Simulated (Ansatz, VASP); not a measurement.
**One calculation of GaN, two programs**

Contents of INCAR:

```
PREC = Accurate ; ENCUT = 520
EDIFF = 1E-6 ; ISMEAR = -1
SIGMA = 0.02 ; LREAL = F
LASPH = T ; NELM = 80
ALGO = Normal ; ISIF = 2
LWAVE = F ; LCHARG = F
GGA = PE ; NBANDS = 16
```

KPOINTS

```
regular mesh
0
Gamma
  10 10 10
```

File POSCAR:

```
GaN
1.0
    0.0000000000      2.1753551668      2.1753551668
    2.1753551668      0.0000000000      2.1753551668
    2.1753551668      2.1753551668      0.0000000000
Ga N
1 1
Direct
    0.0000000000      0.0000000000      0.0000000000
    0.5000000000      0.5000000000      0.5000000000
```

Input for Ansatz:

```yaml
crystal:
  lattice:
    - [0.0, 2.1753551668, 2.1753551668]
    - [2.1753551668, 0.0, 2.1753551668]
    - [2.1753551668, 2.1753551668, 0.0]
  atoms:
    - { symbol: Ga, position: [0.0, 0.0, 0.0] }
    - { symbol: "N", position: [0.5, 0.5, 0.5] }
kpoints:
  mp_grid: { grid: [10, 10, 10] }
  band_path:
    path:
      - [0.0, 0.0, 0.0]
      - [0.5, 0.0, 0.5]
      - [0.625, 0.25, 0.625]
      - [0.375, 0.375, 0.75]
      - [0.5, 0.5, 0.5]
      - [0.5, 0.25, 0.75]
      - [0.1875, 0.1875, 0.375]
    npoints: 1
hamiltonian:
  xc: pbe
scf:
  occupations: { method: fermi_dirac, width: 0.02 }
  n_extra_bands: 4
output:
  forces: true
  stress: true
  eigenvalues: true
```

Change from the starting cell: hydrostatic strain +3.2%.

Alike in both runs: task single point; functional PBE; k mesh 10 × 10 × 10; occupations fermi-dirac, width 0.02 eV; no spin polarisation.

|  | VASP | Ansatz |
| --- | --- | --- |
| version | VASP 6.6.1 | Ansatz 0.2.0 |
| potentials or method | VASP PAW PBE potentials, release 64 (Ga_d, N) | plane waves, PAW |
| plane-wave cutoff (eV) | 520 | 420 |
| valence electrons in the cell | 18 | 18 |

```csv
,VASP,Ansatz,Ansatz less VASP
pressure (GPa),-9.7,-10.5,-0.75
```

The functional is the same, so the differences come from potentials, cutoffs and numerics.
